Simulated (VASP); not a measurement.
Ti6C: single point with PBE

Ti6C, a slab with vacuum:

```
Ti C
1.0
     2.83197    0.00000    0.00000
     0.00000    4.57935    0.00000
     0.00000    0.00000   22.05069
Ti C
6 1
Direct
  0.50000 0.00000 0.18140
  0.00000 0.50000 0.24135
  0.50000 0.00000 0.30130
  0.50000 0.50000 0.36258
  0.00000 0.00000 0.42082
  0.50000 0.50000 0.47847
  0.50000 0.80000 0.52658
```

```
Program             : VASP 6.6.1
Task                : single point
Functional          : PBE
Potentials or basis : VASP PAW PBE potentials, release 64 (Ti_sv, C)
Cutoff              : 520 eV
k mesh              : 9 × 6 × 1
Occupations         : gaussian, width 0.1 eV
Spin                : no spin polarisation
```

| Item | Value |
| --- | --- |
| Largest force | 3.759 eV/Å |
| Band gap on the k mesh | zero (bands 38 and 39 overlap by 0.15 eV) |

Forces in eV/Å, atoms in the order of the input:
```
Ti   0.000  0.033  0.362
Ti   0.000  0.010 -0.067
Ti   0.000 -0.197 -0.195
Ti   0.000  0.154 -0.563
Ti   0.000 -0.905  1.068
Ti   0.000 -2.854 -0.674
C    0.000  3.759  0.069
```

Levels at points of the mesh, in eV from the Fermi level:
```
           k point  band 36  band 37  band 38  band 39  band 40  band 41
(0.00, 0.00, 0.00)    -0.37    -0.10    -0.08     0.22     0.25     0.45
(0.00, 0.50, 0.00)    -0.30    -0.26    -0.04     0.08     0.28     0.34
```

It took 21 min on 1 thread of Intel Xeon 8259CL (shared host), peak memory 0.47 GiB.
